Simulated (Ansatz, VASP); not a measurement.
# One calculation of Sr, two programs

```
Sr
1.0
     4.33854    0.00000    0.00000
    -2.16927    3.75729    0.00000
     0.00000    0.00000    7.09669
Sr
2
Cartesian
  0.0000 2.5049 1.7742
  2.1693 1.2524 5.3225
```

Change from the starting cell: volume scaled by 1.02, crystal datasets.

Alike in both runs: task electric field gradients; functional LDA; k mesh 10 × 10 × 5; occupations fermi-dirac, width 0.08 eV; no spin polarisation.

|  | VASP | Ansatz |
| --- | --- | --- |
| version | VASP 6.6.1 | Ansatz 0.2.0 |
| potentials or method | VASP PAW LDA potentials, release 64 (Sr_sv), cutoff 520 eV | all-electron PAW with datasets made for the crystal, scalar-relativistic |

VASP gave:

```
pressure (GPa)                                       : -1.7
size of Vzz on the site where it differs most (V/Å²) : 2.7
```

Task: What did Ansatz give for the same quantities?

Result: Pressure (GPa): -1.7; size of Vzz on the site where it differs most (V/Å²): 2.9.

LDA's correlation is that of Perdew and Zunger in VASP and of Perdew and Wang (1992) in Ansatz. Ansatz ran all-electron here, and VASP with PAW potentials.
